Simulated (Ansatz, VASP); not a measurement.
# MgSi in VASP and in Ansatz

POSCAR

```
MgSi
1.0
    2.9083940000      0.0000000000      0.0000000000
    0.0000000000      2.9083940000      0.0000000000
    0.0000000000      0.0000000000      4.2265298100
Mg Si
1 1
Direct
    0.0000000000      0.0000000000      0.0000000000
    0.5000000000      0.5000000000      0.5000000000
```

File INCAR.step1:

```
SYSTEM = MgSi
PREC = Accurate ; ENCUT = 520
ISMEAR = 0 ; SIGMA = 0.15
LREAL = .False. ; LASPH = .True.
NELM = 100 ; NBANDS = 10
GGA = PE ; ALGO = Normal
EDIFF = 1E-4 ; LWAVE = .True.
LCHARG = .False.
```

File INCAR.step2:

```
SYSTEM = MgSi
PREC = Accurate ; ENCUT = 520
EDIFF = 1E-6 ; ISMEAR = 0
SIGMA = 0.15 ; LREAL = .False.
LASPH = .True. ; NELM = 100
ALGO = Normal ; ISIF = 2
LWAVE = .False. ; LCHARG = .False.
METAGGA = R2SCAN ; LMIXTAU = .True.
NBANDS = 10 ; ISTART = 1
```

KPOINTS

```
Automatic mesh
0
Gamma
  16 16 12
  0 0 0
```

Input for Ansatz:

```yaml
crystal:
  lattice:
    - [2.908394, 0.0, 0.0]
    - [0.0, 2.908394, 0.0]
    - [0.0, 0.0, 4.22652981]
  atoms:
    - { symbol: Mg, position: [0.0, 0.0, 0.0] }
    - { symbol: Si, position: [0.5, 0.5, 0.5] }
basis:
  ecutwfc: 500
kpoints:
  mp_grid: { grid: [16, 16, 12] }
hamiltonian:
  xc: r2scan
scf:
  occupations: { method: gaussian, width: 0.15 }
output:
  forces: true
  stress: true
  eigenvalues: true
```

Change from the starting cell: strain +0.000 along x and y, +0.030 along z, atoms carried along.

Alike in both runs: task single point; functional r2SCAN; k mesh 16 × 16 × 12; occupations gaussian, width 0.15 eV; no spin polarisation.

|  | VASP | Ansatz |
| --- | --- | --- |
| version | VASP 6.6.1 | Ansatz 0.2.0 |
| potentials or method | VASP PAW PBE potentials, release 64 (Mg, Si), cutoff 520 eV | scalar-relativistic, plane waves, PAW |
| valence electrons in the cell | 6 | 14 |

VASP gave:

* gap on the k mesh at the Fermi level (eV): none
* pressure (GPa): -3.5
* traceless stress, the component that is largest in VASP (GPa): -2.57

**Question.** Estimate Ansatz's values.

**Answer.** gap on the k mesh at the Fermi level (eV): none; pressure (GPa): -3.2; traceless stress, the component that is largest in VASP (GPa): -2.54.

VASP's potentials were made for PBE, not for r2SCAN. A gap of «none» marks a metal or a gap that the smearing closes. VASP's potentials hold 6 valence electrons a cell and Ansatz's 14, so a difference there can come from the potentials and not from the codes.
